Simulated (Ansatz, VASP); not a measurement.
# AgCl in VASP and in Ansatz

INCAR

```
SYSTEM = AgCl
PREC     = Accurate       ! precision mode
ENCUT    = 520            ! plane-wave cutoff, eV
EDIFF    = 1E-6           ! SCF threshold, eV
ISMEAR   = -1             ! smearing method
SIGMA    = 0.02           ! smearing width, eV
LREAL    = .FALSE.        ! projectors in reciprocal space
LASPH    = .TRUE.         ! aspherical terms in the spheres
NELM     = 80             ! most SCF steps
ALGO     = Normal         ! electronic algorithm
ISIF     = 2              ! what is computed and relaxed
LWAVE    = .FALSE.        ! write WAVECAR
LCHARG   = .FALSE.        ! write CHGCAR
GGA      = PE             ! functional
NBANDS   = 16             ! bands
```

Contents of KPOINTS:

```
regular mesh
0
G
  8 8 8
  0 0 0
```

POSCAR

```
AgCl
1.0
    3.3955880419      0.0000000000      0.0000000000
    0.0000000000      3.3955880419      0.0000000000
    0.0000000000      0.0000000000      3.4859106838
Ag Cl
1 1
Direct
    0.0000000000      0.0000000000      0.0000000000
    0.5000000000      0.5000000000      0.5000000000
```

Input for Ansatz:

```yaml
crystal:
  lattice:
    - [3.3955880419, 0.0, 0.0]
    - [0.0, 3.3955880419, 0.0]
    - [0.0, 0.0, 3.4859106838]
  atoms:
    - { symbol: Ag, position: [0.0, 0.0, 0.0] }
    - { symbol: Cl, position: [0.5, 0.5, 0.5] }
kpoints:
  mp_grid: { grid: [8, 8, 8] }
  band_path:
    path: [[0.0, 0.0, 0.0], [0.0, 0.5, 0.0], [0.5, 0.5, 0.0], [0.5, 0.5, 0.5]]
    npoints: 1
hamiltonian:
  xc: pbe
scf:
  occupations: { method: fermi_dirac, width: 0.02 }
  n_extra_bands: 4
output:
  forces: true
  stress: true
  eigenvalues: true
```

Change from the starting cell: uniaxial_z strain +2.7%.

Alike in both runs: task single point; functional PBE; k mesh 8 × 8 × 8; occupations fermi-dirac, width 0.02 eV; no spin polarisation.

|  | VASP | Ansatz |
| --- | --- | --- |
| version | VASP 6.6.1 | Ansatz 0.2.0 |
| potentials or method | VASP PAW PBE potentials, release 64 (Ag, Cl) | plane waves, PAW |
| plane-wave cutoff (eV) | 520 | 420 |
| valence electrons in the cell | 18 | 26 |

Ansatz gave:

```
pressure (GPa)                                                : 0.2
traceless stress, the component that is largest in VASP (GPa) : -0.83
```

Problem. What did VASP give for the same quantities?

Solution. Pressure (GPa): 0.1; traceless stress, the component that is largest in VASP (GPa): -0.84.

VASP's potentials hold 18 valence electrons a cell and Ansatz's 26, so a difference there can come from the potentials and not from the codes.
